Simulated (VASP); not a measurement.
Here is a VASP 6.6.1 calculation.

File INCAR:

```
ALGO = Normal
EDIFF = 1E-7
ENCUT = 520
GGA = PE
ISIF = 2
ISMEAR = -1
ISYM = 0
LASPH = True
LCHARG = False
LREAL = False
LWAVE = False
NBANDS = 41
NELM = 100
PREC = Accurate
SIGMA = 0.2482
```

The input KPOINTS:

```
Automatic mesh
0
Gamma
  1 1 1
  0.25 0.25 0.25
```

The input POSCAR:

```
Al3Si8N3
1.0
    5.7732050000     -0.0648510000     -0.2515370000
   -0.0648510000      5.9471390000      0.0684970000
   -0.2515370000      0.0684970000      6.5273540000
Al N Si
3 3 8
Direct
    0.5470721006      0.8238266881      0.1209738614
    0.1626437282      0.1064271432      0.2591733152
    0.1040601133      1.0248370399      0.8174529382
    0.8727263823      0.2908449386      0.2904492341
    0.5641486162      0.3210218988      0.9622720345
    0.1546345531      0.8297541310      0.1496423578
    0.8037395249      0.4577217341      0.8698415412
   -0.0542155544      0.5991984158      0.1729243562
    0.6287255699      0.8701064287      0.6611326831
    0.2422836870      0.3863118341      0.9180426112
    0.9550865208      0.8062667809      0.5563995369
    0.3488659645      0.6563956733      0.6061725109
    0.6105195869      0.1837867958      0.1703605199
    0.5189754121      0.2779160218      0.6288868513
```

Potentials or basis: VASP PAW PBE potentials, release 64 (Al, N, Si).

Command:

```bash
$ cat potpaw_PBE.64/Al/POTCAR potpaw_PBE.64/N/POTCAR potpaw_PBE.64/Si/POTCAR > POTCAR
$ mpirun -np 1 vasp_std > vasp.out
```

Question: Predict the largest force.

Answer: 6.436 eV/Å.

Question: Estimate the band gap on the k mesh.

Answer: 0.36 eV.

Question: Predict the pressure.

Answer: 5.2 GPa.

Stress tensor (GPa, compression positive):
```
 1.99 -0.55  3.31
-0.55  9.54  2.87
 3.31  2.87  3.96
```

Caveat: the k points lie up to 1.09 Å⁻¹ apart.
